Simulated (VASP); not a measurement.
# Ge in VASP: relaxation of the atoms with PBE

Aim: the relaxation of the atoms of Ge with PBE.

All numbers are computed with VASP 6.6.1; they aren't measurements. Logs are shortened: lines on timing, memory, paths and dates and some standing lists are left out, and cuts for length are marked.

## 1. The cell of the first run

The cell holds a slab with vacuum, 4 atoms: a = 4.074 Å, b = 4.074 Å, c = 20.321 Å, α = 90.00°, β = 90.00°, γ = 90.00°.

## 2. Relaxation of the atoms, PBE

File INCAR:

```
SYSTEM = Ge
PREC = Accurate ; ENCUT = 520
EDIFF = 1E-6 ; ISMEAR = -1
SIGMA = 0.02 ; LREAL = .False.
LASPH = .True. ; NELM = 80
ALGO = Normal ; ISIF = 2
LWAVE = .False. ; LCHARG = .False.
LDIPOL = .True. ; IDIPOL = 3
DIPOL = 0.5 0.5 0.500 ; GGA = PE
IBRION = 2 ; NSW = 32
EDIFFG = -0.01 ; KPAR = 2
```

File KPOINTS:

```
regular mesh
0
Gamma
  6 6 1
  0 0 0
```

File POSCAR:

```
Ge
1.0
    4.0736070248      0.0000000000      0.0000000000
    0.0000000000      4.0736070248      0.0000000000
    0.0000000000      0.0000000000     20.3207000000
Ge
4
Direct
    0.0000000000      0.2500000000      0.3934534264
    0.5000000000      0.2500000000      0.4630007015
    0.5000000000      0.7500000000      0.5369992939
    0.0000000000      0.7500000000      0.6065465782
```

Potentials or basis: VASP PAW PBE potentials, release 64 (Ge_d).

Started as:

```
$ cat potpaw_PBE.64/Ge_d/POTCAR > POTCAR
$ mpirun -np 2 vasp_std > vasp.out
```

OUTCAR:

```text
SYSTEM = Ge
   PREC = Accurate
   ENCUT = 520
   EDIFF = 1E-6
   ISMEAR = -1
   LREAL = .False.
   LASPH = .True.
   NELM = 80
   ISIF = 2
   GGA = PE
   IBRION = 2
   NSW = 32
   EDIFFG = -0.01

 ion  position               nearest neighbor table
   1  0.000  0.250  0.393-   2 2.48   2 2.48
   2  0.500  0.250  0.463-   1 2.48   1 2.48   3 2.53   3 2.53
   3  0.500  0.750  0.537-   4 2.48   4 2.48   2 2.53   2 2.53
   4  0.000  0.750  0.607-   3 2.48   3 2.48

  LATTYP: Found a simple tetragonal cell.
 ALAT       =     4.0736070248
 C/A-ratio  =     4.9883800466

  Lattice vectors:

 A1 = (   4.0736070248,   0.0000000000,   0.0000000000)
 A2 = (   0.0000000000,   4.0736070248,   0.0000000000)
 A3 = (   0.0000000000,   0.0000000000,  20.3207000000)

Analysis of symmetry for initial positions (statically):
=====================================================================
 Subroutine PRICEL returns:
 Original cell was already a primitive cell.

 Routine SETGRP: Setting up the symmetry group for a
 simple tetragonal supercell.

 Subroutine GETGRP returns: Found  8 space group operations
 (whereof  4 operations were pure point group operations)
 out of a pool of 16 trial point group operations.

The static configuration has the point symmetry C_2h.
 The point group associated with its full space group is D_2h.

Analysis of symmetry for dynamics (positions and initial velocities):
=====================================================================
 Subroutine PRICEL returns:
 Original cell was already a primitive cell.

 Routine SETGRP: Setting up the symmetry group for a
 simple tetragonal supercell.

 Subroutine GETGRP returns: Found  8 space group operations
 (whereof  4 operations were pure point group operations)
 out of a pool of 16 trial point group operations.

The dynamic configuration has the point symmetry C_2h.
 The point group associated with its full space group is D_2h.

 Subroutine INISYM returns: Found  8 space group operations
 (whereof  4 operations are pure point group operations),
 and found     1 'primitive' translations

----------------------------------------------------------------------------------------

                                     Primitive cell

  volume of cell :     337.2073

  direct lattice vectors                    reciprocal lattice vectors
     4.073607025  0.000000000  0.000000000     0.245482687  0.000000000  0.000000000
     0.000000000  4.073607025  0.000000000     0.000000000  0.245482687  0.000000000
     0.000000000  0.000000000 20.320700000     0.000000000  0.000000000  0.049210903

  length of vectors
     4.073607025  4.073607025 20.320700000     0.245482687  0.245482687  0.049210903

  position of ions in fractional coordinates (direct lattice)
     0.000000000  0.250000000  0.393453426
     0.500000000  0.250000000  0.463000702
     0.500000000  0.750000000  0.536999294
     0.000000000  0.750000000  0.606546578

  ion indices of the primitive-cell ions
   primitive index   ion index
                 1           1
                 2           2
                 3           3
                 4           4

----------------------------------------------------------------------------------------

 KPOINTS: regular mesh

Automatic generation of k-mesh.
 Grid dimensions read from file:
[... 60 lines left out ...]
   IBRION =      2    ionic relax: 0-MD 1-quasi-New 2-CG
   NFREE  =      1    steps in history (QN), initial steepest desc. (CG)
   ISIF   =      2    stress and relaxation
   ISYM   =      2    0-nonsym 1-usesym 2-fastsym
   POTIM  = 0.5000    time-step for ionic-motion
   TEBEG  =    0.0;   TEEND  =   0.0 temperature during run
   PSTRESS=    0.0 pullay stress
   NELECT =      56.0000    total number of electrons
   NUPDOWN=      -1.0000    fix difference up-down
   EMIN   =  10.00;   EMAX   =-10.00  energy-range for DOS
   EFERMI =   0.00;   METHOD = LEGACY
   ISMEAR =    -1;   SIGMA  =   0.02  broadening in eV -4-tet -1-fermi 0-gaus
   EFERMI_NEDOS =   21; number of points for ismear=-14 and -15
   IALGO  =     38    algorithm
   IMIX   =      4    mixing-type and parameters
     AMIX     =   0.40;   BMIX     =  1.00
     AMIX_MAG =   1.60;   BMIX_MAG =  1.00
  volume/ion in A,a.u.               =      84.30       568.90
  Fermi-wavevector in a.u.,A,eV,Ry     =   0.899854  1.700477 11.017134  0.809737
  Thomas-Fermi vector in A             =   2.022739
   LORBIT       =      0    0 simple, 1 ext, 2 COOP (PROOUT), +10 PAW based schemes
   GGA     = PE    functional components
   LHFCALC =     F    Hartree Fock is set to
   AEXX    =    0.0000 exact exchange contribution
   IVDW    =     0    specifies the selected vdW correction
   LEPSILON=     F    determine dielectric tensor
   LRPA    =     F    only Hartree local field effects (RPA)
 conjugate gradient relaxation of ions
 non-spin polarized calculation
  energy-cutoff  :      520.00
  volume of cell :      337.21
 maximum number of plane-waves:      9139
   NGX = 15   NGY = 15   NGZ = 75

 dipolmoment           0.000000      0.000000     -0.000000 electrons x Angstroem

--------------------------------------- Ionic step        1  -------------------------------------------

 number of electron      55.9999942 magnetization

 Free energy of the ion-electron system (eV)
  ---------------------------------------------------
  ext. energy  EPLUGINS =         0.00000000
  ---------------------------------------------------
  free energy    TOTEN  =       -15.41118487 eV

  energy without entropy =      -15.40502547  energy(sigma->0) =      -15.40810517

------------------------ aborting loop because EDIFF is reached ----------------------------------------

  FORCE on cell =-STRESS in cart. coord.  units (eV):
  Direction    XX          YY          ZZ          XY          YZ          ZX
  --------------------------------------------------------------------------------------
  -------------------------------------------------------------------------------------
  Total       -0.7791183     -1.0523144      0.0257603      0.0000000      0.0000000      0.0000000
  in kB       -3.7018348     -4.9998751      0.1223953      0.0000000      0.0000000      0.0000000
  external PRESSURE =      -2.8597715 kB  Pullay stress =       0.0000000 kB

 VOLUME and BASIS-vectors are now :
 -----------------------------------------------------------------------------
  energy-cutoff  :      520.00
  volume of cell :      337.21
      direct lattice vectors                 reciprocal lattice vectors
     4.073607025  0.000000000  0.000000000     0.245482687  0.000000000  0.000000000
     0.000000000  4.073607025  0.000000000     0.000000000  0.245482687  0.000000000
     0.000000000  0.000000000 20.320700000     0.000000000  0.000000000  0.049210903

 POSITION                                       TOTAL-FORCE (eV/Angst)
 -----------------------------------------------------------------------------------
      0.00000      1.01840      7.99525         0.000000     -0.000000     -0.012410
      2.03680      1.01840      9.40850         0.000000      0.000000      0.002233
      2.03680      3.05521     10.91220        -0.000000     -0.000000     -0.002233
      0.00000      3.05521     12.32545         0.000000     -0.000000      0.012410
 -----------------------------------------------------------------------------------
    total drift:                                0.000000      0.000000      0.000108

  FREE ENERGIE OF THE ION-ELECTRON SYSTEM (eV)
  ---------------------------------------------------
  free  energy   TOTEN  =       -15.4111848681 eV

  energy  without entropy=      -15.4050254712  energy(sigma->0) =      -15.40810517

--------------------------------------- Ionic step        2  -------------------------------------------

 number of electron      55.9999942 magnetization

 dipolmoment           0.000000      0.000000      0.000001 electrons x Angstroem

 Free energy of the ion-electron system (eV)
  ---------------------------------------------------
  ext. energy  EPLUGINS =         0.00000000
  ---------------------------------------------------
  free energy    TOTEN  =       -15.41119704 eV

  energy without entropy =      -15.40503658  energy(sigma->0) =      -15.40811681

 E-fermi :  -2.3394     XC(G=0):  -3.6044

 val. band max:       -2.3435829720   @ k =   0.1667   0.1667   0.0000
 cond. band min:      -2.3037257585   @ k =   0.5000   0.5000   0.0000
 fundamental gap:      0.0398572135
 Fermi energy:        -2.3394137376

 k-point     1 :       0.0000    0.0000    0.0000
  band No.  band energies     occupation
      1     -26.6758      2.00000
      2     -26.6741      2.00000
      3     -26.6209      2.00000
      4     -26.6187      2.00000
      5     -26.6149      2.00000
      6     -26.6121      2.00000
[... 565 lines left out ...]
     32       0.4386      0.00000
     33       2.6631      0.00000

------------------------ aborting loop because EDIFF is reached ----------------------------------------

 vacuum level on the upper side and lower side of the slab       (xc-potential included)        -0.029        -0.029

  FORCE on cell =-STRESS in cart. coord.  units (eV):
  Direction    XX          YY          ZZ          XY          YZ          ZX
  --------------------------------------------------------------------------------------
  -------------------------------------------------------------------------------------
  Total       -0.8031650     -1.0646605     -0.0031348      0.0000000      0.0000000      0.0000000
  in kB       -3.8160883     -5.0585356     -0.0148943      0.0000000      0.0000000      0.0000000
  external PRESSURE =      -2.9631727 kB  Pullay stress =       0.0000000 kB

 VOLUME and BASIS-vectors are now :
 -----------------------------------------------------------------------------
  energy-cutoff  :      520.00
  volume of cell :      337.21
      direct lattice vectors                 reciprocal lattice vectors
     4.073607025  0.000000000  0.000000000     0.245482687  0.000000000  0.000000000
     0.000000000  4.073607025  0.000000000     0.000000000  0.245482687  0.000000000
     0.000000000  0.000000000 20.320700000     0.000000000  0.000000000  0.049210903

 POSITION                                       TOTAL-FORCE (eV/Angst)
 -----------------------------------------------------------------------------------
      0.00000      1.01840      7.99465         0.000000     -0.000000     -0.005082
      2.03680      1.01840      9.40861         0.000000      0.000000     -0.002360
      2.03680      3.05521     10.91209         0.000000     -0.000000      0.002360
      0.00000      3.05521     12.32605         0.000000     -0.000000      0.005082
 -----------------------------------------------------------------------------------
    total drift:                                0.000000      0.000000      0.000108

  FREE ENERGIE OF THE ION-ELECTRON SYSTEM (eV)
  ---------------------------------------------------
  free  energy   TOTEN  =       -15.4111970359 eV

  energy  without entropy=      -15.4050365764  energy(sigma->0) =      -15.40811681

 reached required accuracy - stopping structural energy minimisation

 vacuum level on the upper side and lower side of the slab         2.529         2.529
```

Run time: 95 s. Hardware: 2 MPI ranks of Intel Xeon 6975P-C (Granite Rapids), shared host; peak memory 0.44 GiB.

What came out:

* Free energy: -15.4112 eV
* Energy gained by relaxing: 0.0 meV/atom
* Ionic steps: 2
* Largest force after relaxing: 0.005 eV/Å
* Band gap on the k mesh: zero (bands 28 and 29 overlap by 0.90 eV)

Forces on the atoms (eV/Å):
```
Ge   0.000  0.000 -0.005
Ge   0.000  0.000 -0.002
Ge   0.000  0.000  0.002
Ge   0.000  0.000  0.005
```

Final structure:
```
Ge
1.0
     4.07361    0.00000    0.00000
     0.00000    4.07361    0.00000
     0.00000    0.00000   20.32070
Ge
4
Direct
  0.00000 0.25000 0.39342
  0.50000 0.25000 0.46301
  0.50000 0.75000 0.53699
  0.00000 0.75000 0.60658
```

The gap in the log of VASP goes by the Fermi energy; the results here count the filled bands.